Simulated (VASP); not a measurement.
CuP: single point with PBEsol

Crystal: CuP.

```
Cu P
1.0
     0.00000    2.35418    2.35418
     2.35418    0.00000    2.35418
     2.35418    2.35418    0.00000
Cu P
1 1
Direct
  0.50000 0.50000 0.50000
  0.00000 0.00000 0.00000
```

This cell differs from its parent crystal: volume scaled by 0.960.

```
Program                : VASP 6.6.1
Task                   : single point
Functional             : PBEsol
Potentials or basis    : VASP PAW PBE potentials, release 64 (Cu, P)
Cutoff                 : 520 eV
k mesh                 : 12 × 12 × 12
Occupations            : gaussian, width 0.05 eV
Spin                   : no spin polarisation
Dipole correction      : no
Further INCAR settings : ALGO = Normal; EDIFF = 1e-07; NBANDS = 15
```

```yaml
Pressure: 6.4 GPa
Band_gap_on_the_k_mesh: zero (band 8 reaches 11.43 eV, above the bottom of band 9 at 6.13 eV)
```

Levels at points of the mesh, in eV from the Fermi level:
| k point | band 5 | band 6 | band 7 | band 8 | band 9 | band 10 | band 11 | band 12 |
| --- | --- | --- | --- | --- | --- | --- | --- | --- |
| (0.00, 0.00, 0.00) | -3.91 | -3.91 | 1.29 | 1.29 | 1.29 | 7.89 | 9.41 | 9.41 |
| (0.50, 0.00, 0.00) | -3.37 | -3.37 | -2.86 | 2.80 | 2.80 | 5.08 | 5.80 | 5.80 |
| (0.50, 0.50, 0.00) | -3.22 | -3.22 | -2.42 | -2.00 | -2.00 | 1.58 | 5.44 | 16.49 |

Run time: 36 s on 1 thread of Intel Xeon 6975P-C, with other jobs on the host, peak memory 0.17 GiB.

Caveat: the PAW data sets were made with another functional, which shifts forces and pressure a little.
